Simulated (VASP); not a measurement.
Runs of VASP 6.6.1 on MoS2. The structure is that of space group P-3m1 (No. 164), or close to it. The cells are those of the table. 

```csv
cell,gap on the mesh (eV),pressure (GPa),largest force (eV/Å)
"a = 3.139, b = 3.139, c = 6.139 Å, angles 90.0, 90.0, 120.0°, 3 atoms",none,(a),1.60
"a = 3.227, b = 3.227, c = 6.312 Å, angles 90.0, 90.0, 120.0°, 3 atoms",none,0.1,0.09
"a = 3.169, b = 3.169, c = 6.198 Å, angles 90.0, 90.0, 120.0°, 3 atoms",none,8.5,1.04
"a = 3.199, b = 3.199, c = 6.256 Å, angles 90.0, 90.0, 120.0°, 3 atoms",none,4.0,0.54
```

Alike in all rows: task single point; level r2SCAN; potentials or basis VASP PAW PBE potentials, release 64 (Mo_sv, S); no spin polarisation; k mesh 10 × 10 × 5; cutoff (eV) 520; smearing methfessel-paxton 0.05 eV.

Estimate the missing entries.

(a) 13.8.

Caveats: the PAW data sets were made with another functional, which shifts forces and pressure a little; the cell stands under pressure (at least some runs).

A k mesh can miss the band edges, and the runs leave out spin-orbit coupling on Mo.

A gap of «none» marks levels without a gap at the run's occupations.
